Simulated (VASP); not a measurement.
# TiH2 (I4/mmm) in VASP: notebook

TiH2 is run at these levels: r2SCAN; tasks: single point.

All numbers are computed with VASP 6.6.1; they aren't measurements. Logs are shortened: lines on timing, memory, paths and dates and some standing lists are left out, and cuts for length are marked.

### 1 The cell of the first run

It takes space group I4/mmm (No. 139, tetragonal). The conventional cell has a = 3.195 Å, b = 3.195 Å, c = 4.174 Å, α = 90.00°, β = 90.00°, γ = 90.00°. Within 2.5 Å of Ti (site symmetry 4/mmm) lie 8 H at 1.91 Å. H (site symmetry -4m2) has 4 Ti at 1.91 Å and 6 H at 2.09 to 2.26 Å within 2.5 Å.

### 2 Single point, r2SCAN

Input file POSCAR:

```
TiH2
1.0
   -1.5974601184      1.5974601184      2.0867574967
    1.5974601184     -1.5974601184      2.0867574967
    1.5974601184      1.5974601184     -2.0867574967
Ti H
1 2
Direct
    0.0000000000      0.0000000000      0.0000000000
    0.7500000000      0.2500000000      0.5000000000
    0.2500000000      0.7500000000      0.5000000000
```

Input file INCAR.step1:

```
SYSTEM = TiH2
PREC = Accurate
ENCUT = 520
ISMEAR = 0
SIGMA = 0.1
LREAL = .FALSE.
LASPH = .TRUE.
NELM = 100
NBANDS = 14
GGA = PE
ALGO = Normal
EDIFF = 1E-4
LWAVE = .TRUE.
LCHARG = .FALSE.
```

Input file INCAR.step2:

```
SYSTEM = TiH2
PREC = Accurate
ENCUT = 520
EDIFF = 1E-6
ISMEAR = 0
SIGMA = 0.1
LREAL = .FALSE.
LASPH = .TRUE.
NELM = 100
ALGO = Normal
ISIF = 2
LWAVE = .FALSE.
LCHARG = .TRUE.
METAGGA = R2SCAN
LMIXTAU = .TRUE.
LELF = .TRUE.
LVHAR = .TRUE.
NBANDS = 14
ISTART = 1
```

Input file KPOINTS:

```
Automatic mesh
0
G
  18 18 18
  0 0 0
```

Potentials or basis: VASP PAW PBE potentials, release 64 (Ti_sv, H).

Started as:

```console
> cat potpaw_PBE.64/Ti_sv/POTCAR potpaw_PBE.64/H/POTCAR > POTCAR
> cp INCAR.step1 INCAR
> mpirun -np 1 vasp_std > vasp.out
> cp INCAR.step2 INCAR
> mpirun -np 1 vasp_std > vasp.out
```

OUTCAR:

```text
SYSTEM = TiH2
   PREC = Accurate
   ENCUT = 520
   EDIFF = 1E-6
   ISMEAR = 0
   LREAL = .FALSE.
   LASPH = .TRUE.
   NELM = 100
   ISIF = 2
   METAGGA = R2SCAN
   ISTART = 1

 ion  position               nearest neighbor table
   1  0.000  0.000  0.000-
   2  0.750  0.250  0.500-
   3  0.250  0.750  0.500-

  LATTYP: Found a body centered tetragonal cell.
 ALAT       =     3.1949202368
 C/A-ratio  =     1.3062970854

  Lattice vectors:

 A1 = (  -1.5974601184,   1.5974601184,   2.0867574967)
 A2 = (   1.5974601184,  -1.5974601184,   2.0867574967)
 A3 = (   1.5974601184,   1.5974601184,  -2.0867574967)

Analysis of symmetry for initial positions (statically):
=====================================================================
 Subroutine PRICEL returns:
 Original cell was already a primitive cell.

 Routine SETGRP: Setting up the symmetry group for a
 body centered tetragonal supercell.

 Subroutine GETGRP returns: Found 16 space group operations
 (whereof 16 operations were pure point group operations)
 out of a pool of 16 trial point group operations.

The static configuration has the point symmetry D_4h.

Analysis of symmetry for dynamics (positions and initial velocities):
=====================================================================
 Subroutine PRICEL returns:
 Original cell was already a primitive cell.

 Routine SETGRP: Setting up the symmetry group for a
 body centered tetragonal supercell.

 Subroutine GETGRP returns: Found 16 space group operations
 (whereof 16 operations were pure point group operations)
 out of a pool of 16 trial point group operations.

The dynamic configuration has the point symmetry D_4h.

 Subroutine INISYM returns: Found 16 space group operations
 (whereof 16 operations are pure point group operations),
 and found     1 'primitive' translations

----------------------------------------------------------------------------------------

                                     Primitive cell

  volume of cell :      21.3006

  direct lattice vectors                    reciprocal lattice vectors
    -1.597460118  1.597460118  2.086757497     0.000000000  0.312996859  0.239606184
     1.597460118 -1.597460118  2.086757497     0.312996859  0.000000000  0.239606184
     1.597460118  1.597460118 -2.086757497     0.312996859  0.312996859  0.000000000

  length of vectors
     3.075437288  3.075437288  3.075437288     0.394180361  0.394180361  0.442644403

  position of ions in fractional coordinates (direct lattice)
     0.000000000  0.000000000  0.000000000
     0.750000000  0.250000000  0.500000000
     0.250000000  0.750000000  0.500000000

  ion indices of the primitive-cell ions
   primitive index   ion index
                 1           1
                 2           2
                 3           3

----------------------------------------------------------------------------------------

 KPOINTS: Automatic mesh

Automatic generation of k-mesh.
 Grid dimensions read from file:
 generate k-points for:   18   18   18

 Generating k-lattice:

  Cartesian coordinates                     Fractional coordinates (reciprocal lattice)
     0.000000000  0.017388714  0.013311455     0.055555556  0.000000000  0.000000000
     0.017388714  0.000000000  0.013311455     0.000000000  0.055555556  0.000000000
     0.017388714  0.017388714  0.000000000     0.000000000  0.000000000  0.055555556

  Length of vectors
     0.021898909  0.021898909  0.024591356

  Shift w.r.t. Gamma in fractional coordinates (k-lattice)
     0.000000000  0.000000000  0.000000000

 Subroutine IBZKPT returns following result:
 ===========================================

 Found    480 irreducible k-points:

 Following reciprocal coordinates:
            Coordinates               Weight
  0.000000  0.000000  0.000000      1.000000
  0.055556  0.000000 -0.000000      8.000000
  0.111111  0.000000 -0.000000      8.000000
  0.166667 -0.000000  0.000000      8.000000
  0.222222 -0.000000  0.000000      8.000000
  0.277778  0.000000  0.000000      8.000000
[... 16 lines left out ...]
 -0.277778  0.055556 -0.000000     16.000000
 -0.222222  0.055556  0.000000     16.000000
 [... further k-points ...]
   k-points           NKPTS =    480   k-points in BZ     NKDIM =    480   number of bands    NBANDS=     14
   number of dos      NEDOS =    301   number of ions     NIONS =      3
   total plane-waves  NPLWV =  13824
   dimension x,y,z NGX =    24 NGY =   24 NGZ =   24
   dimension x,y,z NGXF=    48 NGYF=   48 NGZF=   48
   ions per type =               1   2
   NGX,Y,Z   is equivalent  to a cutoff of  12.97, 12.97, 12.97 a.u.
   NGXF,Y,Z  is equivalent  to a cutoff of  25.95, 25.95, 25.95 a.u.
 SYSTEM =  TiH2
   PREC   = accura    normal or accurate (medium, high low for compatibility)
   ISTART =      1    job   : 0-new  1-cont  2-samecut
   ICHARG =      0    charge: 1-file 2-atom 10-const
   ISPIN  =      1    spin polarized calculation?
   LNONCOLLINEAR =      F non collinear calculations
   LSORBIT =      F    spin-orbit coupling
   LASPH  =      T    aspherical Exc in radial PAW
   ENCUT  =  520.0 eV  38.22 Ry    6.18 a.u.   5.72  5.72  5.72*2*pi/ulx,y,z
   NELM   =    100;   NELMIN=  2; NELMDL=  0     # of ELM steps
   EDIFF  = 0.1E-05   stopping-criterion for ELM
   LREAL  =      F    real-space projection
   EDIFFG = 0.1E-04   stopping-criterion for IOM
   NSW    =      0    number of steps for IOM
   IBRION =     -1    ionic relax: 0-MD 1-quasi-New 2-CG
   NFREE  =      0    steps in history (QN), initial steepest desc. (CG)
   ISIF   =      2    stress and relaxation
   ISYM   =      2    0-nonsym 1-usesym 2-fastsym
   POTIM  = 0.5000    time-step for ionic-motion
   TEBEG  =    0.0;   TEEND  =   0.0 temperature during run
   PSTRESS=    0.0 pullay stress
   NELECT =      14.0000    total number of electrons
   NUPDOWN=      -1.0000    fix difference up-down
   EMIN   =  10.00;   EMAX   =-10.00  energy-range for DOS
   EFERMI =   0.00;   METHOD = LEGACY
   ISMEAR =     0;   SIGMA  =   0.10  broadening in eV -4-tet -1-fermi 0-gaus
   EFERMI_NEDOS =   21; number of points for ismear=-14 and -15
   IALGO  =     38    algorithm
   IMIX   =      4    mixing-type and parameters
     AMIX     =   0.40;   BMIX     =  1.00
     AMIX_MAG =   1.60;   BMIX_MAG =  1.00
  volume/ion in A,a.u.               =       7.10        47.91
  Fermi-wavevector in a.u.,A,eV,Ry     =   1.423378  2.689794 27.565460  2.026004
  Thomas-Fermi vector in A             =   2.543982
   LORBIT       =      0    0 simple, 1 ext, 2 COOP (PROOUT), +10 PAW based schemes
   METAGGA = R2SCAN    functional components
   LHFCALC =     F    Hartree Fock is set to
   AEXX    =    0.0000 exact exchange contribution
   IVDW    =     0    specifies the selected vdW correction
   LEPSILON=     F    determine dielectric tensor
   LRPA    =     F    only Hartree local field effects (RPA)
 non-spin polarized calculation
 Gauss-broadening in eV      SIGMA  =   0.10
  energy-cutoff  :      520.00
  volume of cell :       21.30
 maximum number of plane-waves:       588
   NGX = 11   NGY = 11   NGZ = 11

 number of electron      13.9999996 magnetization

 Free energy of the ion-electron system (eV)
  ---------------------------------------------------
  ext. energy  EPLUGINS =         0.00000000
  ---------------------------------------------------
  free energy    TOTEN  =       -21.49522692 eV

  energy without entropy =      -21.49085710  energy(sigma->0) =      -21.49304201

 E-fermi :   8.1009     XC(G=0): -12.4505

 val. band max:        8.0974838279   @ k =  -0.1667  -0.1667   0.1667
 cond. band min:       8.1099873633   @ k =  -0.1667   0.4444   0.1667
 fundamental gap:      0.0125035353
 Fermi energy:         8.1009036381

 k-point     1 :       0.0000    0.0000    0.0000
  band No.  band energies     occupation
      1     -51.6024      2.00000
      2     -26.6233      2.00000
      3     -26.6232      2.00000
      4     -26.6074      2.00000
      5      -3.2282      2.00000
      6       7.6808      2.00000
      7       7.6808      2.00000
      8       8.2110      0.11963
      9       8.3572      0.00029
     10       9.3250      0.00000
     11       9.9836      0.00000
     12      22.9940      0.00000
     13      24.3602      0.00000
     14      24.3602      0.00000

 k-point     2 :       0.0556    0.0000   -0.0000
  band No.  band energies     occupation
      1     -51.6005      2.00000
      2     -26.6338      2.00000
      3     -26.6255      2.00000
      4     -26.6115      2.00000
      5      -3.1477      2.00000
      6       6.9717      2.00000
      7       7.7127      2.00000
      8       8.0556      1.47783
      9       9.3086      0.00000
     10       9.3105      0.00000
     11       9.9574      0.00000
     12      22.1723      0.00000
     13      24.3925      0.00000
     14      24.7170      0.00000

 k-point     3 :       0.1111    0.0000   -0.0000
  band No.  band energies     occupation
      1     -51.5949      2.00000
      2     -26.6709      2.00000
      3     -26.6321      2.00000
      4     -26.6163      2.00000
      5      -2.9109      2.00000
      6       5.9975      2.00000
      7       7.7939      1.99999
      8       8.1404      0.57600
      9       9.2844      0.00000
     10       9.8874      0.00000
     11      10.4400      0.00000
     12      20.8818      0.00000
     13      24.4530      0.00000
     14      24.4692      0.00000
[... 324 lines left out ...]
 k-point    23 :      -0.2778    0.0556   -0.0000
  band No.  band energies     occupation
      1     -51.5677      2.00000
      2     -26.8508      2.00000
      3     -26.6642      2.00000
      4     -26.6377      2.00000
      5      -1.6260      2.00000
      6       3.8369      2.00000
      7       7.8987      1.99576
      8       8.4592      0.00000
      9       9.4051      0.00000
     10       9.9497      0.00000
     11      13.0057      0.00000
     12      17.7357      0.00000
     13      21.4136      0.00000
     14      23.3584      0.00000

 k-point    24 :      -0.2222    0.0556    0.0000
  band No.  band energies     occupation
      1     -51.5786      2.00000
      2     -26.7780      2.00000
      3     -26.6509      2.00000
      4     -26.6312      2.00000
      5      -2.1688      2.00000
      6       4.5040      2.00000
      7       7.9539      1.96236
      8       8.4129      0.00001
      9       9.1994      0.00000
     10       9.8788      0.00000
     11      12.2444      0.00000
     12      18.8109      0.00000
     13      22.2511      0.00000
     14      23.7693      0.00000

 [... further k-points ...]
[... 5 lines left out ...]
  --------------------------------------------------------------------------------------
  -------------------------------------------------------------------------------------
  Total        0.0675054      0.0675054      0.0515824      0.0000000      0.0000000      0.0000000
  in kB        5.0775841      5.0775841      3.8798965      0.0000000      0.0000000      0.0000000
  external PRESSURE =       4.6783549 kB  Pullay stress =       0.0000000 kB

 VOLUME and BASIS-vectors are now :
 -----------------------------------------------------------------------------
  energy-cutoff  :      520.00
  volume of cell :       21.30
      direct lattice vectors                 reciprocal lattice vectors
    -1.597460118  1.597460118  2.086757497     0.000000000  0.312996859  0.239606184
     1.597460118 -1.597460118  2.086757497     0.312996859  0.000000000  0.239606184
     1.597460118  1.597460118 -2.086757497     0.312996859  0.312996859  0.000000000

 POSITION                                       TOTAL-FORCE (eV/Angst)
 -----------------------------------------------------------------------------------
      0.00000      0.00000      0.00000         0.000000      0.000000      0.000000
      0.00000      1.59746      1.04338        -0.000000     -0.000000      0.000000
      1.59746      0.00000      1.04338         0.000000      0.000000     -0.000000
 -----------------------------------------------------------------------------------
    total drift:                                0.000000      0.000000      0.000000

  FREE ENERGIE OF THE ION-ELECTRON SYSTEM (eV)
  ---------------------------------------------------
  free  energy   TOTEN  =       -21.4952269227 eV

  energy  without entropy=      -21.4908570978  energy(sigma->0) =      -21.49304201
```

Wall time 2.7 min (1 thread of Intel Xeon 6975P-C (Granite Rapids), shared host); peak memory 0.25 GiB.

Results:

| Quantity | Value |
| --- | --- |
| Free energy | -21.4952 eV |
| Pressure | 0.5 GPa |
| Band gap on the k mesh | zero (band 7 reaches 8.43 eV, above the bottom of band 8 at 7.73 eV) |

Levels at points of the mesh, in eV from the Fermi level:
| k point | band 4 | band 5 | band 6 | band 7 | band 8 | band 9 | band 10 | band 11 |
| --- | --- | --- | --- | --- | --- | --- | --- | --- |
| (0.00, 0.00, 0.00) | -34.71 | -11.33 | -0.42 | -0.42 | 0.11 | 0.26 | 1.22 | 1.88 |
| (0.50, 0.00, 0.00) | -34.75 | -7.90 | -5.74 | -0.51 | 0.23 | 2.32 | 2.52 | 5.09 |
| (0.50, 0.50, 0.00) | -34.82 | -6.22 | -6.17 | -3.30 | 2.39 | 2.49 | 2.73 | 7.10 |
| (0.50, 0.50, 0.50) | -34.90 | -6.93 | -5.03 | -3.13 | 2.45 | 2.55 | 2.55 | 7.25 |

Caveat: the PAW data sets were made with another functional, which shifts forces and pressure a little.

(Part 1 of 2 ends here.)
